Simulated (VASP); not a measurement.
# WS2: single point with PBE+D3(BJ)

The system is WS2, a slab with vacuum.

```xyz
6
Lattice="3.1595 0.0000 0.0000 -1.5798 2.7362 0.0000 0.0000 0.0000 23.8043" Properties=species:S:1:pos:R:3 pbc="T T T"
S     0.0000    1.8242    4.5000
S     0.0000    1.8242    7.6521
S     0.0000    3.6483   11.4421
S     0.0000    3.6483   14.5943
W     1.5798    0.9121    6.0761
W    -1.5798    4.5604   13.0182
```

This cell differs from its parent crystal: layers slid over each other.

```json
{
  "Program": "VASP 6.6.1",
  "Task": "single point",
  "Functional": "PBE",
  "Dispersion": "D3(BJ)",
  "Potentials or basis": "VASP PAW PBE potentials, release 64 (S, W_sv)",
  "Cutoff": "520 eV",
  "k mesh": "9 × 9 × 1",
  "Occupations": "gaussian, width 0.05 eV",
  "Spin": "no spin polarisation",
  "Dipole correction": "yes",
  "Further INCAR settings": "ALGO = Normal; EDIFF = 1e-06; NBANDS = 35"
}
```

- Largest force: 0.080 eV/Å
- Band gap on the k mesh: 1.86 eV (least direct gap 1.91 eV)
- Dispersion energy per atom: -0.343 eV

Forces in eV/Å, atoms in the order of the input:
```
S    0.000  0.000  0.004
S    0.000  0.000  0.080
S    0.000  0.000 -0.080
S    0.000  0.000 -0.004
W    0.000  0.000  0.041
W    0.000  0.000 -0.041
```

Levels at points of the mesh, in eV from the valence-band top:
| k point | band 22 | band 23 | band 24 | band 25 | band 26 | band 27 | band 28 | band 29 | band 30 | band 31 |
| --- | --- | --- | --- | --- | --- | --- | --- | --- | --- | --- |
| (0.00, 0.00, 0.00) | -1.63 | -1.63 | -1.63 | -0.34 | 0.00 | 2.87 | 2.87 | 2.87 | 2.87 | 2.99 |

It took 4.4 min on 1 thread of Intel Xeon 8259CL, on a shared host, peak memory 0.34 GiB.

Caveat: the cell differs from its parent crystal (layers slid over each other); spin-orbit coupling is left out, which moves the levels of the heavy elements.
